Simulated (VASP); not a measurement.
# Pd (Fm-3m) in VASP: single point with PBE

Aim: the single point of Pd with PBE.

All numbers are computed with VASP 6.6.1; they aren't measurements. Logs are shortened: lines on timing, memory, paths and dates and some standing lists are left out, and cuts for length are marked.

### 1 The cell of the first run

Symmetry: Fm-3m, No. 225, cubic system. The conventional cell has a = 3.740 Å, b = 3.740 Å, c = 3.740 Å, α = 90.00°, β = 90.00°, γ = 90.00°. Pd (site symmetry m-3m) has 12 Pd at 2.64 Å within 3.5 Å.

### 2 Single point, PBE (Mo replaced by Pd, lengths x 0.942, strained)

Input file INCAR:

```
PREC = Accurate ; ENCUT = 520
EDIFF = 1E-6 ; ISMEAR = 0
SIGMA = 0.1 ; LREAL = F
LASPH = T ; NELM = 100
ALGO = Fast ; ISIF = 2
LWAVE = F ; LCHARG = F
GGA = PE ; NBANDS = 11
```

Input file KPOINTS:

```
Automatic mesh
0
Gamma
  20 20 20
```

Input file POSCAR:

```
Pd
1.0
    0.0000000000      1.8698441104      1.8698441104
    1.8698441104      0.0000000000      1.8698441104
    1.8698441104      1.8698441104      0.0000000000
Pd
1
Direct
    0.0000000000      0.0000000000      0.0000000000
```

Potentials or basis: VASP PAW PBE potentials, release 64 (Pd).

Run with:

```console
> cat potpaw_PBE.64/Pd/POTCAR > POTCAR
> mpirun -np 1 vasp_std > vasp.out
```

OUTCAR:

```text
PREC = Accurate
   ENCUT = 520
   EDIFF = 1E-6
   ISMEAR = 0
   LREAL = F
   LASPH = T
   NELM = 100
   ISIF = 2
   GGA = PE

 ion  position               nearest neighbor table
   1  0.000  0.000  0.000-

  LATTYP: Found a face centered cubic cell.
 ALAT       =     3.7396882208

  Lattice vectors:

 A1 = (   0.0000000000,   1.8698441104,   1.8698441104)
 A2 = (   1.8698441104,   0.0000000000,   1.8698441104)
 A3 = (   1.8698441104,   1.8698441104,   0.0000000000)

Analysis of symmetry for initial positions (statically):
=====================================================================
 Subroutine PRICEL returns:
 Original cell was already a primitive cell.

 Routine SETGRP: Setting up the symmetry group for a
 face centered cubic supercell.

 Subroutine GETGRP returns: Found 48 space group operations
 (whereof 48 operations were pure point group operations)
 out of a pool of 48 trial point group operations.

The static configuration has the point symmetry O_h .

Analysis of symmetry for dynamics (positions and initial velocities):
=====================================================================
 Subroutine PRICEL returns:
 Original cell was already a primitive cell.

 Routine SETGRP: Setting up the symmetry group for a
 face centered cubic supercell.

 Subroutine GETGRP returns: Found 48 space group operations
 (whereof 48 operations were pure point group operations)
 out of a pool of 48 trial point group operations.

The dynamic configuration has the point symmetry O_h .

 Subroutine INISYM returns: Found 48 space group operations
 (whereof 48 operations are pure point group operations),
 and found     1 'primitive' translations

----------------------------------------------------------------------------------------

                                     Primitive cell

  volume of cell :      13.0751

  direct lattice vectors                    reciprocal lattice vectors
     0.000000000  1.869844110  1.869844110    -0.267401971  0.267401971  0.267401971
     1.869844110  0.000000000  1.869844110     0.267401971 -0.267401971  0.267401971
     1.869844110  1.869844110  0.000000000     0.267401971  0.267401971 -0.267401971

  length of vectors
     2.644358900  2.644358900  2.644358900     0.463153799  0.463153799  0.463153799

  position of ions in fractional coordinates (direct lattice)
     0.000000000  0.000000000  0.000000000

  ion indices of the primitive-cell ions
   primitive index   ion index
                 1           1

----------------------------------------------------------------------------------------

 KPOINTS: Automatic mesh

Automatic generation of k-mesh.
 Grid dimensions read from file:
 generate k-points for:   20   20   20

 Generating k-lattice:

  Cartesian coordinates                     Fractional coordinates (reciprocal lattice)
    -0.013370099  0.013370099  0.013370099     0.050000000  0.000000000  0.000000000
     0.013370099 -0.013370099  0.013370099     0.000000000  0.050000000  0.000000000
     0.013370099  0.013370099 -0.013370099     0.000000000  0.000000000  0.050000000

  Length of vectors
     0.023157690  0.023157690  0.023157690

  Shift w.r.t. Gamma in fractional coordinates (k-lattice)
     0.000000000  0.000000000  0.000000000

 Subroutine IBZKPT returns following result:
 ===========================================

 Found    256 irreducible k-points:

 Following reciprocal coordinates:
            Coordinates               Weight
  0.000000  0.000000  0.000000      1.000000
  0.050000  0.000000  0.000000      8.000000
  0.100000  0.000000  0.000000      8.000000
  0.150000  0.000000  0.000000      8.000000
  0.200000  0.000000  0.000000      8.000000
  0.250000  0.000000  0.000000      8.000000
[... 16 lines left out ...]
 -0.400000  0.050000  0.000000     24.000000
 -0.350000  0.050000  0.000000     24.000000
 [... further k-points ...]
   k-points           NKPTS =    256   k-points in BZ     NKDIM =    256   number of bands    NBANDS=     11
   number of dos      NEDOS =    301   number of ions     NIONS =      1
   total plane-waves  NPLWV =   8000
   dimension x,y,z NGX =    20 NGY =   20 NGZ =   20
   dimension x,y,z NGXF=    40 NGYF=   40 NGZF=   40
   ions per type =               1
   NGX,Y,Z   is equivalent  to a cutoff of  12.57, 12.57, 12.57 a.u.
   NGXF,Y,Z  is equivalent  to a cutoff of  25.15, 25.15, 25.15 a.u.
 SYSTEM =  unknown system
   PREC   = accura    normal or accurate (medium, high low for compatibility)
   ISTART =      0    job   : 0-new  1-cont  2-samecut
   ICHARG =      2    charge: 1-file 2-atom 10-const
   ISPIN  =      1    spin polarized calculation?
   LNONCOLLINEAR =      F non collinear calculations
   LSORBIT =      F    spin-orbit coupling
   LASPH  =      T    aspherical Exc in radial PAW
   ENCUT  =  520.0 eV  38.22 Ry    6.18 a.u.   4.92  4.92  4.92*2*pi/ulx,y,z
   NELM   =    100;   NELMIN=  2; NELMDL= -5     # of ELM steps
   EDIFF  = 0.1E-05   stopping-criterion for ELM
   LREAL  =      F    real-space projection
   EDIFFG = 0.1E-04   stopping-criterion for IOM
   NSW    =      0    number of steps for IOM
   IBRION =     -1    ionic relax: 0-MD 1-quasi-New 2-CG
   NFREE  =      0    steps in history (QN), initial steepest desc. (CG)
   ISIF   =      2    stress and relaxation
   ISYM   =      2    0-nonsym 1-usesym 2-fastsym
   POTIM  = 0.5000    time-step for ionic-motion
   TEBEG  =    0.0;   TEEND  =   0.0 temperature during run
   PSTRESS=    0.0 pullay stress
   NELECT =      10.0000    total number of electrons
   NUPDOWN=      -1.0000    fix difference up-down
   EMIN   =  10.00;   EMAX   =-10.00  energy-range for DOS
   EFERMI =   0.00;   METHOD = LEGACY
   ISMEAR =     0;   SIGMA  =   0.10  broadening in eV -4-tet -1-fermi 0-gaus
   EFERMI_NEDOS =   21; number of points for ismear=-14 and -15
   IALGO  =     68    algorithm
   IMIX   =      4    mixing-type and parameters
     AMIX     =   0.40;   BMIX     =  1.00
     AMIX_MAG =   1.60;   BMIX_MAG =  1.00
  volume/ion in A,a.u.               =      13.08        88.24
  Fermi-wavevector in a.u.,A,eV,Ry     =   1.497130  2.829165 30.496063  2.241397
  Thomas-Fermi vector in A             =   2.609057
   LORBIT       =      0    0 simple, 1 ext, 2 COOP (PROOUT), +10 PAW based schemes
   GGA     = PE    functional components
   LHFCALC =     F    Hartree Fock is set to
   AEXX    =    0.0000 exact exchange contribution
   IVDW    =     0    specifies the selected vdW correction
   LEPSILON=     F    determine dielectric tensor
   LRPA    =     F    only Hartree local field effects (RPA)
 non-spin polarized calculation
 RMM-DIIS sequential band-by-band and
 Gauss-broadening in eV      SIGMA  =   0.10
  energy-cutoff  :      520.00
  volume of cell :       13.08
 maximum number of plane-waves:       364
   NGX =  9   NGY =  9   NGZ =  9

 number of electron      10.0000000 magnetization

 number of electron       9.9999996 magnetization

 Free energy of the ion-electron system (eV)
  ---------------------------------------------------
  ext. energy  EPLUGINS =         0.00000000
  ---------------------------------------------------
  free energy    TOTEN  =        -4.98338514 eV

  energy without entropy =       -4.97313548  energy(sigma->0) =       -4.97826031

 E-fermi :  11.9516     XC(G=0): -13.9540

 val. band max:       11.9510309562   @ k =   0.5000   0.0500   0.0000
 cond. band min:      11.9556541715   @ k =   0.5000   0.2500   0.0500
 fundamental gap:      0.0046232152
 Fermi energy:        11.9516287969

 k-point     1 :       0.0000    0.0000    0.0000
  band No.  band energies     occupation
      1       3.8508      2.00000
      2       8.5163      2.00000
      3       8.5163      2.00000
      4       8.5163      2.00000
      5      10.4777      2.00000
      6      10.4777      2.00000
      7      29.1349      0.00000
      8      34.6194      0.00000
      9      34.6194      0.00000
     10      34.6194      0.00000
     11      40.0885      0.00000

 k-point     2 :       0.0500    0.0000    0.0000
  band No.  band energies     occupation
      1       3.9526      2.00000
      2       8.4752      2.00000
      3       8.5546      2.00000
      4       8.5546      2.00000
      5      10.4574      2.00000
      6      10.4574      2.00000
      7      29.2685      0.00000
      8      33.9831      0.00000
      9      34.7569      0.00000
     10      34.7569      0.00000
     11      37.6812      0.00000

 k-point     3 :       0.1000    0.0000    0.0000
  band No.  band energies     occupation
      1       4.2477      2.00000
      2       8.3689      2.00000
      3       8.6575      2.00000
      4       8.6575      2.00000
      5      10.4106      2.00000
      6      10.4106      2.00000
      7      29.6243      0.00000
      8      32.6165      0.00000
      9      35.1565      0.00000
     10      35.1565      0.00000
     11      37.6943      0.00000

 k-point     4 :       0.1500    0.0000    0.0000
  band No.  band energies     occupation
      1       4.6988      2.00000
      2       8.2523      2.00000
      3       8.7858      2.00000
      4       8.7858      2.00000
      5      10.3819      2.00000
      6      10.3819      2.00000
      7      30.0040      0.00000
      8      31.1144      0.00000
      9      35.7780      0.00000
     10      35.7780      0.00000
     11      37.7438      0.00000
[... 239 lines left out ...]
 k-point    22 :      -0.4500    0.0500    0.0000
  band No.  band energies     occupation
      1       5.7295      2.00000
      2       8.4041      2.00000
      3       8.5154      2.00000
      4      11.2804      2.00000
      5      11.8447      1.86955
      6      13.2803      0.00000
      7      20.5724      0.00000
      8      28.6845      0.00000
      9      33.7573      0.00000
     10      34.3567      0.00000
     11      37.6809      0.00000

 k-point    23 :      -0.4000    0.0500    0.0000
  band No.  band energies     occupation
      1       5.7847      2.00000
      2       8.4733      2.00000
      3       8.5656      2.00000
      4      10.9127      2.00000
      5      11.5939      2.00000
      6      12.6705      0.00000
      7      21.7074      0.00000
      8      28.9285      0.00000
      9      33.9628      0.00000
     10      35.1026      0.00000
     11      37.6940      0.00000

 k-point    24 :      -0.3500    0.0500    0.0000
  band No.  band energies     occupation
      1       5.8633      2.00000
      2       8.5811      2.00000
      3       8.6599      2.00000
      4      10.1658      2.00000
      5      11.2418      2.00000
      6      12.0392      0.21561
      7      23.3338      0.00000
      8      29.3610      0.00000
      9      34.4877      0.00000
     10      36.2191      0.00000
     11      39.1685      0.00000

 [... further k-points ...]

------------------------ aborting loop because EDIFF is reached ----------------------------------------

  FORCE on cell =-STRESS in cart. coord.  units (eV):
  Direction    XX          YY          ZZ          XY          YZ          ZX
  --------------------------------------------------------------------------------------
  -------------------------------------------------------------------------------------
  Total        3.3002841      3.3002841      3.3002841      0.0000000     -0.0000000     -0.0000000
  in kB      404.4042537    404.4042537    404.4042537      0.0000000     -0.0000000     -0.0000000
  external PRESSURE =     404.4042537 kB  Pullay stress =       0.0000000 kB

 VOLUME and BASIS-vectors are now :
 -----------------------------------------------------------------------------
  energy-cutoff  :      520.00
  volume of cell :       13.08
      direct lattice vectors                 reciprocal lattice vectors
     0.000000000  1.869844110  1.869844110    -0.267401971  0.267401971  0.267401971
     1.869844110  0.000000000  1.869844110     0.267401971 -0.267401971  0.267401971
     1.869844110  1.869844110  0.000000000     0.267401971  0.267401971 -0.267401971

 POSITION                                       TOTAL-FORCE (eV/Angst)
 -----------------------------------------------------------------------------------
      0.00000      0.00000      0.00000         0.000000     -0.000000      0.000000
 -----------------------------------------------------------------------------------
    total drift:                                0.000000     -0.000000      0.000000

  FREE ENERGIE OF THE ION-ELECTRON SYSTEM (eV)
  ---------------------------------------------------
  free  energy   TOTEN  =        -4.9833851420 eV

  energy  without entropy=       -4.9731354831  energy(sigma->0) =       -4.97826031
```

Wall time 13 s (1 thread of Intel Xeon 6975P-C (Granite Rapids), shared host); peak memory 0.15 GiB.

Results:

* Free energy: -4.9834 eV
* Pressure: 40.4 GPa
* Band gap on the k mesh: zero (band 5 reaches 12.34 eV, above the bottom of band 6 at 10.38 eV)

Levels at points of the mesh, in eV from the Fermi level:
| k point | band 1 | band 2 | band 3 | band 4 | band 5 | band 6 | band 7 | band 8 | band 9 | band 10 |
| --- | --- | --- | --- | --- | --- | --- | --- | --- | --- | --- |
| (0.00, 0.00, 0.00) | -8.10 | -3.44 | -3.44 | -3.44 | -1.47 | -1.47 | 17.18 | 22.67 | 22.67 | 22.67 |
| (0.50, 0.00, 0.00) | -6.31 | -3.50 | -3.50 | -0.01 | -0.01 | 0.77 | 8.38 | 16.58 | 22.28 | 22.28 |
| (0.50, 0.50, 0.00) | -6.50 | -6.16 | -0.04 | 0.38 | 0.38 | 3.37 | 12.12 | 13.89 | 13.89 | 23.38 |

Caveat: the cell differs from its parent crystal (Mo replaced by Pd, lengths x 0.942, strained).
